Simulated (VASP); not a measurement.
# BiAs (CsCl type) (Pm-3m) in VASP: further runs

The runs below take BiAs (CsCl type) through single point, with PBEsol.

Program: VASP 6.6.1. These are calculated values, not measurements. Logs are shortened: lines on timing, memory, paths and dates and some standing lists are left out, and cuts for length are marked.

**1. The cell of the first run**

Symmetry: Pm-3m, No. 221, cubic system. Conventional cell: a = 3.530 Å, b = 3.530 Å, c = 3.530 Å, α = 90.00°, β = 90.00°, γ = 90.00°. Within 4.0 Å of Bi (site symmetry m-3m) lie 8 As at 3.06 Å and 6 Bi at 3.53 Å. As (site symmetry m-3m) has 8 Bi at 3.06 Å and 6 As at 3.53 Å within 4.0 Å.

**2. Single point, PBEsol (volume scaled by 0.92)**

Input file INCAR:

```
ALGO = Normal
EDIFF = 1E-7
ENCUT = 520
GGA = PS
ISIF = 2
ISMEAR = -1
LASPH = T
LCHARG = F
LREAL = F
LWAVE = F
NBANDS = 17
NELM = 60
PREC = Accurate
SIGMA = 0.08
```

Input file KPOINTS:

```
k-points
0
Gamma
  12 12 12
```

Input file POSCAR:

```
BiAs
1.0
    3.5302382618      0.0000000000      0.0000000000
    0.0000000000      3.5302382618      0.0000000000
    0.0000000000      0.0000000000      3.5302382618
Bi As
1 1
Direct
    0.0000000000      0.0000000000      0.0000000000
    0.5000000000      0.5000000000      0.5000000000
```

Potentials or basis: VASP PAW PBE potentials, release 64 (Bi_d, As).

Started as:

```bash
$ cat potpaw_PBE.64/Bi_d/POTCAR potpaw_PBE.64/As/POTCAR > POTCAR
$ mpirun -np 1 vasp_std > vasp.out
```

OUTCAR:

```text
EDIFF = 1E-7
   ENCUT = 520
   GGA = PS
   ISIF = 2
   ISMEAR = -1
   LASPH = T
   LREAL = F
   NELM = 60
   PREC = Accurate

 ion  position               nearest neighbor table
   1  0.000  0.000  0.000-   2 3.06   2 3.06   2 3.06   2 3.06   2 3.06   2 3.06   2 3.06   2 3.06

   2  0.500  0.500  0.500-   1 3.06   1 3.06   1 3.06   1 3.06   1 3.06   1 3.06   1 3.06   1 3.06

  LATTYP: Found a simple cubic cell.
 ALAT       =     3.5302382618

  Lattice vectors:

 A1 = (   3.5302382618,   0.0000000000,   0.0000000000)
 A2 = (   0.0000000000,   3.5302382618,   0.0000000000)
 A3 = (   0.0000000000,   0.0000000000,   3.5302382618)

Analysis of symmetry for initial positions (statically):
=====================================================================
 Subroutine PRICEL returns:
 Original cell was already a primitive cell.

 Routine SETGRP: Setting up the symmetry group for a
 simple cubic supercell.

 Subroutine GETGRP returns: Found 48 space group operations
 (whereof 48 operations were pure point group operations)
 out of a pool of 48 trial point group operations.

The static configuration has the point symmetry O_h .

Analysis of symmetry for dynamics (positions and initial velocities):
=====================================================================
 Subroutine PRICEL returns:
 Original cell was already a primitive cell.

 Routine SETGRP: Setting up the symmetry group for a
 simple cubic supercell.

 Subroutine GETGRP returns: Found 48 space group operations
 (whereof 48 operations were pure point group operations)
 out of a pool of 48 trial point group operations.

The dynamic configuration has the point symmetry O_h .

 Subroutine INISYM returns: Found 48 space group operations
 (whereof 48 operations are pure point group operations),
 and found     1 'primitive' translations

----------------------------------------------------------------------------------------

                                     Primitive cell

  volume of cell :      43.9959

  direct lattice vectors                    reciprocal lattice vectors
     3.530238262  0.000000000  0.000000000     0.283267000  0.000000000  0.000000000
     0.000000000  3.530238262  0.000000000     0.000000000  0.283267000  0.000000000
     0.000000000  0.000000000  3.530238262     0.000000000  0.000000000  0.283267000

  length of vectors
     3.530238262  3.530238262  3.530238262     0.283267000  0.283267000  0.283267000

  position of ions in fractional coordinates (direct lattice)
     0.000000000  0.000000000  0.000000000
     0.500000000  0.500000000  0.500000000

  ion indices of the primitive-cell ions
   primitive index   ion index
                 1           1
                 2           2

----------------------------------------------------------------------------------------

 KPOINTS: k-points

Automatic generation of k-mesh.
 Grid dimensions read from file:
 generate k-points for:   12   12   12

 Generating k-lattice:

  Cartesian coordinates                     Fractional coordinates (reciprocal lattice)
     0.023605583  0.000000000  0.000000000     0.083333333  0.000000000  0.000000000
     0.000000000  0.023605583  0.000000000     0.000000000  0.083333333  0.000000000
     0.000000000  0.000000000  0.023605583     0.000000000  0.000000000  0.083333333

  Length of vectors
     0.023605583  0.023605583  0.023605583

  Shift w.r.t. Gamma in fractional coordinates (k-lattice)
     0.000000000  0.000000000  0.000000000

 Subroutine IBZKPT returns following result:
 ===========================================

 Found     84 irreducible k-points:

 Following reciprocal coordinates:
            Coordinates               Weight
  0.000000  0.000000  0.000000      1.000000
  0.083333  0.000000  0.000000      6.000000
  0.166667  0.000000  0.000000      6.000000
  0.250000  0.000000  0.000000      6.000000
  0.333333  0.000000  0.000000      6.000000
  0.416667  0.000000  0.000000      6.000000
[... 16 lines left out ...]
  0.333333  0.333333  0.000000     12.000000
  0.416667  0.333333  0.000000     24.000000
 [... further k-points ...]
   k-points           NKPTS =     84   k-points in BZ     NKDIM =     84   number of bands    NBANDS=     17
   number of dos      NEDOS =    301   number of ions     NIONS =      2
   total plane-waves  NPLWV =  21952
   dimension x,y,z NGX =    28 NGY =   28 NGZ =   28
   dimension x,y,z NGXF=    56 NGYF=   56 NGZF=   56
   ions per type =               1   1
   NGX,Y,Z   is equivalent  to a cutoff of  13.19, 13.19, 13.19 a.u.
   NGXF,Y,Z  is equivalent  to a cutoff of  26.37, 26.37, 26.37 a.u.
 SYSTEM =  unknown system
   PREC   = accura    normal or accurate (medium, high low for compatibility)
   ISTART =      0    job   : 0-new  1-cont  2-samecut
   ICHARG =      2    charge: 1-file 2-atom 10-const
   ISPIN  =      1    spin polarized calculation?
   LNONCOLLINEAR =      F non collinear calculations
   LSORBIT =      F    spin-orbit coupling
   LASPH  =      T    aspherical Exc in radial PAW
   ENCUT  =  520.0 eV  38.22 Ry    6.18 a.u.   6.56  6.56  6.56*2*pi/ulx,y,z
   NELM   =     60;   NELMIN=  2; NELMDL= -5     # of ELM steps
   EDIFF  = 0.1E-06   stopping-criterion for ELM
   LREAL  =      F    real-space projection
   EDIFFG = 0.1E-05   stopping-criterion for IOM
   NSW    =      0    number of steps for IOM
   IBRION =     -1    ionic relax: 0-MD 1-quasi-New 2-CG
   NFREE  =      0    steps in history (QN), initial steepest desc. (CG)
   ISIF   =      2    stress and relaxation
   ISYM   =      2    0-nonsym 1-usesym 2-fastsym
   POTIM  = 0.5000    time-step for ionic-motion
   TEBEG  =    0.0;   TEEND  =   0.0 temperature during run
   PSTRESS=    0.0 pullay stress
   NELECT =      20.0000    total number of electrons
   NUPDOWN=      -1.0000    fix difference up-down
   EMIN   =  10.00;   EMAX   =-10.00  energy-range for DOS
   EFERMI =   0.00;   METHOD = LEGACY
   ISMEAR =    -1;   SIGMA  =   0.08  broadening in eV -4-tet -1-fermi 0-gaus
   EFERMI_NEDOS =   21; number of points for ismear=-14 and -15
   IALGO  =     38    algorithm
   IMIX   =      4    mixing-type and parameters
     AMIX     =   0.40;   BMIX     =  1.00
     AMIX_MAG =   1.60;   BMIX_MAG =  1.00
  volume/ion in A,a.u.               =      22.00       148.45
  Fermi-wavevector in a.u.,A,eV,Ry     =   1.258773  2.378736 21.558566  1.584510
  Thomas-Fermi vector in A             =   2.392366
   LORBIT       =      0    0 simple, 1 ext, 2 COOP (PROOUT), +10 PAW based schemes
   GGA     = PS    functional components
   LHFCALC =     F    Hartree Fock is set to
   AEXX    =    0.0000 exact exchange contribution
   IVDW    =     0    specifies the selected vdW correction
   LEPSILON=     F    determine dielectric tensor
   LRPA    =     F    only Hartree local field effects (RPA)
 non-spin polarized calculation
  energy-cutoff  :      520.00
  volume of cell :       44.00
 maximum number of plane-waves:      1213
 NGX is ok and might be reduce to    28
   NGX = 13   NGY = 13   NGZ = 13

 number of electron      20.0000013 magnetization

 Free energy of the ion-electron system (eV)
  ---------------------------------------------------
  ext. energy  EPLUGINS =         0.00000000
  ---------------------------------------------------
  free energy    TOTEN  =        -8.93121105 eV

  energy without entropy =       -8.90775843  energy(sigma->0) =       -8.91948474

 E-fermi :   8.7291     XC(G=0): -11.2371

 val. band max:        8.7122707959   @ k =   0.4167   0.0833   0.0000
 cond. band min:       8.7439150365   @ k =   0.2500   0.1667   0.0000
 fundamental gap:      0.0316442406
 Fermi energy:         8.7290502065

 k-point     1 :       0.0000    0.0000    0.0000
  band No.  band energies     occupation
      1     -14.4099      2.00000
      2     -14.4099      2.00000
      3     -14.2570      2.00000
      4     -14.2570      2.00000
      5     -14.2570      2.00000
      6      -6.3276      2.00000
[... 9 lines left out ...]
     16      21.7530      0.00000
     17      21.7676      0.00000

 k-point     2 :       0.0833    0.0000    0.0000
  band No.  band energies     occupation
      1     -14.4094      2.00000
      2     -14.4010      2.00000
      3     -14.2600      2.00000
      4     -14.2600      2.00000
      5     -14.2567      2.00000
      6      -6.2433      2.00000
[... 9 lines left out ...]
     16      20.8328      0.00000
     17      20.9195      0.00000

 k-point     3 :       0.1667    0.0000    0.0000
  band No.  band energies     occupation
      1     -14.4082      2.00000
      2     -14.3769      2.00000
      3     -14.2684      2.00000
      4     -14.2684      2.00000
      5     -14.2560      2.00000
      6      -5.9908      2.00000
[... 9 lines left out ...]
     16      19.4748      0.00000
     17      20.6446      0.00000

 k-point     4 :       0.2500    0.0000    0.0000
  band No.  band energies     occupation
      1     -14.4065      2.00000
      2     -14.3438      2.00000
      3     -14.2800      2.00000
      4     -14.2800      2.00000
      5     -14.2551      2.00000
      6      -5.5716      2.00000
[... 9 lines left out ...]
     16      18.2008      0.00000
     17      20.8391      0.00000

 k-point     5 :       0.3333    0.0000    0.0000
  band No.  band energies     occupation
      1     -14.4047      2.00000
      2     -14.3108      2.00000
      3     -14.2914      2.00000
      4     -14.2914      2.00000
      5     -14.2541      2.00000
      6      -4.9901      2.00000
[... 9 lines left out ...]
     16      18.5058      0.00000
     17      21.3661      0.00000

 k-point     6 :       0.4167    0.0000    0.0000
  band No.  band energies     occupation
      1     -14.4035      2.00000
      2     -14.2997      2.00000
      3     -14.2997      2.00000
      4     -14.2866      2.00000
      5     -14.2535      2.00000
      6      -4.2598      2.00000
[... 9 lines left out ...]
     16      20.8394      0.00000
     17      21.8674      0.00000

 k-point     7 :       0.5000    0.0000    0.0000
  band No.  band energies     occupation
      1     -14.4030      2.00000
      2     -14.3027      2.00000
      3     -14.3027      2.00000
      4     -14.2777      2.00000
      5     -14.2532      2.00000
      6      -3.5695      2.00000
[... 9 lines left out ...]
     16      21.8734      0.00000
     17      22.7439      0.00000

 k-point     8 :       0.0833    0.0833    0.0000
  band No.  band energies     occupation
      1     -14.4048      2.00000
      2     -14.3963      2.00000
      3     -14.2632      2.00000
      4     -14.2601      2.00000
      5     -14.2595      2.00000
      6      -6.1591      2.00000
[... 9 lines left out ...]
     16      20.0318      0.00000
     17      20.3308      0.00000
[... 203 lines left out ...]
      1     -14.3729      2.00000
      2     -14.3089      2.00000
      3     -14.3062      2.00000
      4     -14.2781      2.00000
      5     -14.2758      2.00000
      6      -4.8262      2.00000
[... 9 lines left out ...]
     16      17.7892      0.00000
     17      18.3148      0.00000

 k-point    20 :       0.3333    0.2500    0.0000
  band No.  band energies     occupation
      1     -14.3661      2.00000
      2     -14.3233      2.00000
      3     -14.2879      2.00000
      4     -14.2775      2.00000
      5     -14.2754      2.00000
      6      -4.2593      2.00000
[... 9 lines left out ...]
     16      18.1822      0.00000
     17      19.2487      0.00000

 k-point    21 :       0.4167    0.2500    0.0000
  band No.  band energies     occupation
      1     -14.3628      2.00000
      2     -14.3338      2.00000
      3     -14.2958      2.00000
      4     -14.2744      2.00000
      5     -14.2547      2.00000
      6      -3.5591      2.00000
[... 9 lines left out ...]
     16      18.4413      0.00000
     17      20.1153      0.00000

 k-point    22 :       0.5000    0.2500    0.0000
  band No.  band energies     occupation
      1     -14.3617      2.00000
      2     -14.3377      2.00000
      3     -14.2987      2.00000
      4     -14.2740      2.00000
      5     -14.2462      2.00000
      6      -2.9239      2.00000
[... 9 lines left out ...]
     16      18.7610      0.00000
     17      19.5727      0.00000

 k-point    23 :       0.3333    0.3333    0.0000
  band No.  band energies     occupation
      1     -14.3554      2.00000
      2     -14.3391      2.00000
      3     -14.2870      2.00000
      4     -14.2852      2.00000
      5     -14.2522      2.00000
      6      -3.7111      2.00000
[... 9 lines left out ...]
     16      18.1464      0.00000
     17      19.9408      0.00000

 k-point    24 :       0.4167    0.3333    0.0000
  band No.  band energies     occupation
      1     -14.3512      2.00000
      2     -14.3492      2.00000
      3     -14.2939      2.00000
      4     -14.2848      2.00000
      5     -14.2313      2.00000
      6      -3.0492      2.00000
[... 9 lines left out ...]
     16      18.0568      0.00000
     17      18.9731      0.00000

 [... further k-points ...]

------------------------ aborting loop because EDIFF is reached ----------------------------------------

  FORCE on cell =-STRESS in cart. coord.  units (eV):
  Direction    XX          YY          ZZ          XY          YZ          ZX
  --------------------------------------------------------------------------------------
  -------------------------------------------------------------------------------------
  Total        2.0996072      2.0996072      2.0996072     -0.0000000     -0.0000000      0.0000000
  in kB       76.4604039     76.4604039     76.4604039     -0.0000000     -0.0000000      0.0000000
  external PRESSURE =      76.4604039 kB  Pullay stress =       0.0000000 kB

 VOLUME and BASIS-vectors are now :
 -----------------------------------------------------------------------------
  energy-cutoff  :      520.00
  volume of cell :       44.00
      direct lattice vectors                 reciprocal lattice vectors
     3.530238262  0.000000000  0.000000000     0.283267000  0.000000000  0.000000000
     0.000000000  3.530238262  0.000000000     0.000000000  0.283267000  0.000000000
     0.000000000  0.000000000  3.530238262     0.000000000  0.000000000  0.283267000

 POSITION                                       TOTAL-FORCE (eV/Angst)
 -----------------------------------------------------------------------------------
      0.00000      0.00000      0.00000         0.000000      0.000000      0.000000
      1.76512      1.76512      1.76512         0.000000      0.000000      0.000000
 -----------------------------------------------------------------------------------
    total drift:                               -0.000000      0.000000     -0.000000

  FREE ENERGIE OF THE ION-ELECTRON SYSTEM (eV)
  ---------------------------------------------------
  free  energy   TOTEN  =        -8.9312110498 eV

  energy  without entropy=       -8.9077584327  energy(sigma->0) =       -8.91948474
```

Run time: 40 s. Hardware: 1 thread of Intel Xeon Platinum 8259CL at 2.50GHz (Skylake/Cascade Lake), shared host; peak memory 0.2 GiB.

What came out:

* Free energy: -8.9312 eV
* Pressure: 7.6 GPa
* Band gap on the k mesh: zero (band 10 reaches 9.69 eV, above the bottom of band 11 at 5.75 eV)

Levels at points of the mesh, in eV from the Fermi level:
```tsv
k point	band 6	band 7	band 8	band 9	band 10	band 11	band 12	band 13	band 14	band 15
(0.00, 0.00, 0.00)	-15.06	-7.00	-2.20	-2.20	-2.20	3.67	3.67	6.67	6.67	6.67
(0.50, 0.00, 0.00)	-12.30	-11.86	-0.33	-0.14	0.40	0.40	1.73	1.73	5.31	7.09
(0.50, 0.50, 0.00)	-10.60	-10.21	-6.36	-6.36	0.96	3.54	4.27	4.27	6.86	8.06
(0.50, 0.50, 0.50)	-9.47	-9.30	-3.02	-3.02	-3.02	-2.98	-2.98	-2.98	16.65	16.65
```

Caveat: the cell differs from its parent crystal (volume scaled by 0.92); the PAW data sets were made with another functional, which shifts forces and pressure a little; spin-orbit coupling is left out, which moves the levels of the heavy elements.

**3. Single point, PBEsol**

This run uses another cell than the first one, of 23.91 Å³/atom, 1.087 times its volume.

Input file INCAR:

```
ALGO = Normal
EDIFF = 1E-6
ENCUT = 520
GGA = PS
ISIF = 2
ISMEAR = -1
LASPH = T
LCHARG = T
LELF = T
LREAL = F
LVHAR = T
LWAVE = F
NBANDS = 17
NELM = 60
PREC = Accurate
SIGMA = 0.08
```

KPOINTS is that of step 2.

Input file POSCAR:

```
BiAs
1.0
    3.6297335181      0.0000000000      0.0000000000
    0.0000000000      3.6297335181      0.0000000000
    0.0000000000      0.0000000000      3.6297335181
Bi As
1 1
Direct
    0.0000000000      0.0000000000      0.0000000000
    0.5000000000      0.5000000000      0.5000000000
```

Potentials or basis: VASP PAW PBE potentials, release 64 (Bi_d, As).

Started as:

```bash
$ cat potpaw_PBE.64/Bi_d/POTCAR potpaw_PBE.64/As/POTCAR > POTCAR
$ mpirun -np 1 vasp_std > vasp.out
```

Run time: 37 s. Hardware: 1 thread of Intel Xeon Platinum 8259CL at 2.50GHz (Skylake/Cascade Lake), shared host; peak memory 0.21 GiB.

Results (log left out):

* Free energy: -9.0185 eV
* Pressure: 0.0 GPa
* Band gap on the k mesh: zero (band 10 reaches 8.55 eV, above the bottom of band 11 at 4.99 eV)

Levels at points of the mesh, in eV from the Fermi level:
```
           k point  band 7  band 8  band 9  band 10  band 11  band 12  band 13  band 14
(0.00, 0.00, 0.00)   -7.36   -1.99   -1.99    -1.99     3.79     3.79     5.95     5.95
(0.50, 0.00, 0.00)  -11.39   -0.55   -0.39     0.37     0.37     1.62     1.62     5.50
(0.50, 0.50, 0.00)  -10.06   -5.79   -5.79     0.90     3.16     3.98     3.98     6.60
(0.50, 0.50, 0.50)   -9.42   -2.72   -2.72    -2.72    -2.66    -2.66    -2.66    15.52
```

Caveat: the PAW data sets were made with another functional, which shifts forces and pressure a little; spin-orbit coupling is left out, which moves the levels of the heavy elements.
